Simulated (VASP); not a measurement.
A run of VASP 6.6.1 is set up as follows.

File INCAR:

```
SYSTEM = MnO
PREC = Accurate
ENCUT = 520
EDIFF = 1E-7
ISMEAR = 0
SIGMA = 0.1
LREAL = .FALSE.
LASPH = .TRUE.
NELM = 150
ALGO = Normal
ISIF = 2
LWAVE = .FALSE.
LCHARG = .TRUE.
ISPIN = 2
MAGMOM = 4 4 4 4 0 0 0 0
LORBIT = 11
LMAXMIX = 4
GGA = PE
LELF = .TRUE.
LVHAR = .TRUE.
NBANDS = 52
```

Contents of KPOINTS:

```
regular mesh
0
G
  4 4 4
  0 0 0
```

File POSCAR:

```
MnO
1.0
   -3.0242472700      3.0242472700      3.0242472700
    3.0242472700     -3.0242472700      3.0242472700
    3.0242472700      3.0242472700     -3.0242472700
Mn O
4 4
Direct
    0.3171980400      0.3171980400      0.3171980400
    0.0000000000      0.0000000000      0.6828019600
    0.0000000000      0.6828019600      0.0000000000
    0.6828019600      0.0000000000      0.0000000000
    0.6828019600      0.6828019600      0.6828019600
    0.0000000000      0.0000000000      0.3171980400
    0.0000000000      0.3171980400      0.0000000000
    0.3171980400      0.0000000000      0.0000000000
```

Potentials or basis: VASP PAW PBE potentials, release 64 (Mn_pv, O).

Launch:

```sh
$ cat potpaw_PBE.64/Mn_pv/POTCAR potpaw_PBE.64/O/POTCAR > POTCAR
$ mpirun -np 1 vasp_std > vasp.out
```

Question: Estimate the largest force.

Answer: 3.416 eV/Å.

Question: Estimate the net moment.

Answer: 17.19 μB per cell.

Forces in eV/Å, atoms in the order of the input:
```
Mn   1.972  1.972  1.972
Mn  -1.972 -1.972  1.972
Mn  -1.972  1.972 -1.972
Mn   1.972 -1.972 -1.972
O   -1.219 -1.219 -1.219
O    1.219  1.219 -1.219
O    1.219 -1.219  1.219
O   -1.219  1.219  1.219
```

Caveat: the k points lie up to 0.37 Å⁻¹ apart; only a ferromagnetic start was run, and an antiferromagnetic order may lie lower in energy; forces of over 1 eV/Å act on the atoms, so gaps and moduli don't describe the material at rest.
